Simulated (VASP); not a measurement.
**CaO: single point with PBE**

The system is CaO.

```
CELL_PARAMETERS angstrom
4.14971 0.00000 0.00000
-2.07486 3.59375 0.00000
0.00000 0.00000 4.59705
ATOMIC_POSITIONS crystal
Ca 0.33333 0.66667 0.75000
Ca 0.66667 0.33333 0.25000
O 0.33333 0.66667 0.25000
O 0.66667 0.33333 0.75000
```

```json
{"Program": "VASP 6.6.1", "Task": "single point", "Functional": "PBE", "Potentials or basis": "VASP PAW PBE potentials, release 64 (Ca_sv, O)", "Cutoff": "520 eV", "k mesh": "9 × 9 × 6", "Occupations": "gaussian, width 0.05 eV", "Spin": "no spin polarisation", "Dipole correction": "no", "Further INCAR settings": "ALGO = Normal; EDIFF = 1e-06; NBANDS = 24"}
```

```json
{
 "Pressure": "0.0 GPa",
 "Band gap on the k mesh": "2.76 eV"
}
```

Stress tensor (GPa, compression positive):
```
-3.52  0.00  0.00
 0.00 -3.52  0.00
 0.00  0.00  6.98
```

Levels at points of the mesh, in eV from the valence-band top:
```csv
k point,band 14,band 15,band 16,band 17,band 18,band 19
"(0.00, 0.00, 0.00)",-1.16,-0.94,0.00,2.76,5.81,5.81
"(0.00, 0.00, 0.50)",-1.39,-1.39,-1.39,4.55,4.55,7.60
```

Wall time 88 s on 1 thread of Intel Xeon 8259CL, on a shared host, peak memory 0.22 GiB.

Caveat: the stress differs along the axes, from -4 to 7 GPa. A k mesh can miss the band edges.
